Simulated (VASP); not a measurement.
# B3Rh: single point with PBE

Crystal: B3Rh.

```xyz
4
Lattice="4.0270 0.0000 0.0000 0.0000 4.0270 0.0000 0.0000 0.0000 4.0270" Properties=species:S:1:pos:R:3 pbc="T T T"
B     0.0000    2.0135    2.0135
B     2.0135    0.0000    2.0135
B     2.0135    2.0135    0.0000
Rh    2.0135    2.0135    2.0135
```

```
Program                : VASP 6.6.1
Task                   : single point
Functional             : PBE
Potentials or basis    : VASP PAW PBE potentials, release 64 (B, Rh_pv)
Cutoff                 : 520 eV
k mesh                 : 6 × 6 × 6
Occupations            : gaussian, width 0.1 eV
Spin                   : no spin polarisation
Dipole correction      : no
Further INCAR settings : ALGO = Normal; EDIFF = 1e-06; NBANDS = 20
```

```yaml
Pressure: 0.4 GPa
Band_gap_on_the_k_mesh: 0.79 eV, direct
```

Levels at points of the mesh, in eV from the valence-band top:
| k point | band 10 | band 11 | band 12 | band 13 | band 14 | band 15 |
| --- | --- | --- | --- | --- | --- | --- |
| (0.00, 0.00, 0.00) | -2.33 | -2.33 | -2.33 | 2.18 | 2.18 | 2.18 |
| (0.50, 0.00, 0.00) | -3.92 | -1.35 | -1.35 | 0.96 | 1.33 | 2.80 |
| (0.50, 0.50, 0.00) | -4.75 | -4.75 | 0.00 | 0.79 | 1.40 | 1.40 |
| (0.50, 0.50, 0.50) | -5.57 | -5.57 | -5.31 | 1.17 | 1.17 | 1.17 |

It took 46 s on 1 thread of AMD EPYC 7R13, with other jobs on the host, peak memory 0.15 GiB.

A k mesh can miss the band edges. PBE gaps usually lie below the measured ones, often by a third to a half.
